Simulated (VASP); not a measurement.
# H4CO in VASP: a series of runs, part 2 of 2

VASP 6.6.1.

**4. Relaxation of the atoms, PBE+D3(BJ)**

Input file INCAR:

```
SYSTEM = H4CO
  PREC = Accurate
  ENCUT = 520
  EDIFF = 1E-6
  ISMEAR = -1
  SIGMA = 0.05
  LREAL = Auto
  LASPH = .True.
  NELM = 60
  ALGO = Normal
  ISIF = 2
  LWAVE = .False.
  LCHARG = .False.
  GGA = PE
  IVDW = 12
  IBRION = 2
  NSW = 35
  EDIFFG = -0.3
```

Input file KPOINTS:

```
regular mesh
0
Gamma
  1 1 1
  0 0 0
```

Input file POSCAR:

```
H4CO
1.0
    7.3803230000      0.0000000000      0.0000000000
    0.0000000000      7.3803230000      0.0000000000
    0.0000000000      0.0000000000      7.3803230000
C O H
6 6 24
Direct
    0.6558459000      0.4906446000      0.2400192000
    0.0084010000      0.8350957000      0.8622157000
    0.3102736000      0.2305040000      0.6424208000
    0.1861938000      0.8155022000      0.4150602000
    0.9247505000      0.2058108000      0.4763162000
    0.6561993000      0.0342859000      0.1043775000
    0.5862895000      0.6296346000      0.1259304000
    0.1759407000      0.7646556000      0.7978637000
    0.4807101000      0.3160262000      0.6708797000
    0.2725090000      0.6439067000      0.3984100000
    0.9422452000      0.3790958000      0.5590133000
    0.6613482000     -0.0659674000      0.2689840000
    0.6366995000      0.5374971000      0.3786994000
    0.6022769000      0.5900823000      0.0016161000
    0.5830741000      0.3621844000      0.2231393000
    0.8008423000      0.4668249000      0.2178524000
    0.0424549000      0.9355236000      0.9649217000
    0.1481094000      0.6747990000      0.7060746000
   -0.0695828000      0.9019775000      0.7548471000
   -0.0764100000      0.7303955000      0.9248870000
    0.2383019000      0.3134735000      0.5437795000
    0.5467590000      0.2437709000      0.7585765000
    0.3245862000      0.0932920000      0.5871878000
    0.2290848000      0.2238780000      0.7667074000
    0.0409723000      0.7889569000      0.4149604000
    0.4022300000      0.6650365000      0.3982689000
    0.2215044000      0.8842799000      0.5419676000
    0.2177466000      0.9057431000      0.3012899000
    0.9522837000      0.2255624000      0.3326299000
    0.9181174000      0.3640023000      0.6873256000
    1.0224864000      0.1075988000      0.5300263000
    0.7878105000      0.1499722000      0.4908823000
    0.5160816000      0.0305852000      0.0580388000
    0.7854334000     -0.0640736000      0.3122656000
    0.6958232000      0.1762175000      0.1235623000
    0.7423016000     -0.0256756000     -0.0008542000
```

Command:

```bash
cat potpaw_PBE.64/C/POTCAR potpaw_PBE.64/O/POTCAR potpaw_PBE.64/H/POTCAR > POTCAR
mpirun -np 1 vasp_gam > vasp.out
```

Wall time 9.5 min (1 thread of Intel Xeon 6975P-C (Granite Rapids), shared host); peak memory 0.44 GiB.

It converged, with:

* Free energy: -182.8569 eV
* Energy gained by relaxing: 22.7 meV/atom
* Ionic steps: 33
* Pressure after relaxing: 0.2 GPa
* Largest force after relaxing: 0.295 eV/Å
* Band gap on the k mesh: 4.48 eV
* Dispersion energy per atom: -0.034 eV

Forces on the atoms (eV/Å):
```
C   -0.067  0.030 -0.156
C    0.091 -0.151 -0.106
C   -0.089  0.141 -0.027
C   -0.018 -0.013  0.048
C   -0.085 -0.037  0.054
C   -0.188  0.131  0.032
O    0.018 -0.254  0.026
O   -0.138  0.006 -0.128
O    0.098  0.055  0.093
O    0.047 -0.041 -0.090
O    0.035  0.058  0.091
O   -0.039 -0.080  0.041
H   -0.001  0.123  0.229
H   -0.053  0.078 -0.065
H   -0.155 -0.092  0.027
H    0.198  0.039 -0.193
H    0.096  0.091  0.120
H    0.277 -0.096  0.026
H   -0.104  0.106 -0.086
H   -0.145 -0.103  0.114
H    0.050  0.038  0.069
H   -0.024 -0.116  0.066
H    0.170 -0.048 -0.037
H    0.025  0.001  0.050
H   -0.179 -0.003 -0.061
H    0.042  0.073 -0.052
H    0.059  0.080  0.116
H    0.032 -0.093 -0.133
H    0.107  0.037 -0.139
H   -0.099  0.057  0.026
H    0.062  0.013  0.074
H   -0.047  0.095  0.059
H   -0.140 -0.043 -0.089
H    0.039 -0.029 -0.102
H    0.125  0.233  0.096
H   -0.002 -0.286  0.007
```

Stress tensor (GPa, compression positive):
```
 0.45 -0.17 -0.03
-0.17  0.37  0.16
-0.03  0.16 -0.12
```

The path:
| step | energy change (eV) | largest force (eV/Å) | pressure (GPa) |
| --- | --- | --- | --- |
| 1 | 0.0000 | 0.7081 | 1.59 |
| 2 | -0.0366 | 1.3448 | 0.57 |
| 3 | -0.0573 | 0.9117 | 0.94 |
| 4 | -0.1147 | 0.3968 | 0.31 |
| 5 | -0.1231 | 0.6978 | -0.02 |
| 6 | -0.1696 | 0.3836 | -0.08 |
| 7 | -0.1749 | 0.5008 | -0.10 |
| 8 | -0.2227 | 0.4181 | 0.15 |
| 9 | -0.2477 | 0.7709 | 0.50 |
| 10 | -0.2904 | 0.4636 | 0.66 |
| 11 | -0.3347 | 0.9062 | 1.04 |
| 12 | -0.3742 | 0.6464 | 0.86 |
| 13 | -0.4459 | 0.6890 | 0.29 |
| 14 | -0.4527 | 0.8826 | 0.00 |
| 15 | -0.4947 | 0.5549 | -0.16 |
| 16 | -0.5233 | 0.5686 | -0.48 |
| 17 | -0.5505 | 0.3973 | -0.25 |
| 18 | -0.5731 | 1.0842 | 0.26 |
| 19 | -0.5931 | 0.7770 | 0.32 |
| 20 | -0.6197 | 0.4475 | 0.52 |
| 21 | -0.6321 | 0.3557 | 0.42 |
| 22 | -0.6489 | 0.4084 | 0.12 |
| 23 | -0.6625 | 0.3723 | 0.01 |
| 24 | -0.6782 | 0.5209 | -0.30 |
| 25 | -0.6929 | 0.3041 | -0.39 |
| 26 | -0.7037 | 0.4898 | -0.57 |
| 27 | -0.7185 | 0.4420 | -0.46 |
| 28 | -0.7459 | 0.5485 | -0.17 |
| 29 | -0.7284 | 1.0714 | 0.39 |
| 30 | -0.7505 | 0.7149 | 0.02 |
| 31 | -0.7703 | 0.4707 | 0.11 |
| 32 | -0.7970 | 0.5146 | 0.40 |
| 33 | -0.8173 | 0.2948 | 0.23 |

Final structure:
```xyz
36
Lattice="7.3803 0.0000 0.0000 0.0000 7.3803 0.0000 0.0000 0.0000 7.3803" Properties=species:S:1:pos:R:3 pbc="T T T"
C     4.8635    3.7019    1.6719
C     0.1272    6.0332    6.4395
C     2.5263    1.8386    4.8187
C     1.3126    6.0026    2.8747
C     6.7603    1.6694    3.6303
C     4.7265    0.1536    0.7663
O     4.3727    4.5798    0.6510
O     1.3647    5.3947    6.1254
O     3.7504    2.4190    5.3072
O     1.9946    4.7642    3.0421
O     6.9021    2.9340    4.2810
O     4.7978    7.0777    2.1169
H     4.8200    4.2299    2.6258
H     4.0455    4.0369    7.2884
H     4.2685    2.7854    1.7556
H     5.9119    3.4118    1.5256
H     0.3256    6.8313    7.1605
H     1.2134    4.8842    5.3068
H     7.0474    6.4825    5.5487
H     6.7834    5.3355    6.8806
H     2.1026    2.5436    4.0949
H     4.2574    1.7121    5.7376
H     2.6918    0.8729    4.3250
H     1.7937    1.6978    5.6321
H     0.2414    5.7695    2.8648
H     2.8657    4.8426    2.6165
H     1.5042    6.6746    3.7200
H     1.5851    6.5300    1.9519
H     7.0172    1.8266    2.5803
H     6.6228    2.8252    5.2041
H     0.0610    0.9055    4.0368
H     5.7312    1.2836    3.6658
H     3.6662    0.1706    0.4993
H     5.6773    6.7013    2.2810
H     5.1199    1.1753    0.6656
H     5.2463    6.8896    0.0546
```

Levels at points of the mesh, in eV from the valence-band top:
```tsv
k point	band 40	band 41	band 42	band 43	band 44	band 45
(0.00, 0.00, 0.00)	-0.25	-0.09	0.00	4.48	5.42	6.21
```

Caveat: the k points lie up to 0.85 Å⁻¹ apart, too coarse for converged energies, forces and pressures; the relaxation stopped at a loose force limit of 0.3 eV/Å, so its end isn't a converged minimum.

**5. Overview**

| task | cell | gap on the mesh (eV) | pressure (GPa) | largest force (eV/Å) |
| --- | --- | --- | --- | --- |
| single point | as given, atomic positions A | 4.13 | 0.4 | 4.80 |
| single point | as given, atomic positions B | 4.20 | 0.9 | 5.99 |
| relaxation of the atoms | atoms relaxed, atomic positions C | 4.48 | 0.2 | 0.29 |

Alike in all rows: level PBE+D3(BJ); potentials or basis VASP PAW PBE potentials, release 64 (C, O, H); no spin polarisation; k mesh 1 × 1 × 1; cutoff (eV) 520; smearing fermi-dirac 0.05 eV.

Caveats: all runs use coarse meshes; the atoms stand as in a frame of molecular dynamics (at least some runs); the relaxation stopped at a loose force limit of 0.3 eV/Å, so its end isn't a converged minimum (at least some runs).

Absolute energies hang on the potentials; compare differences alone.
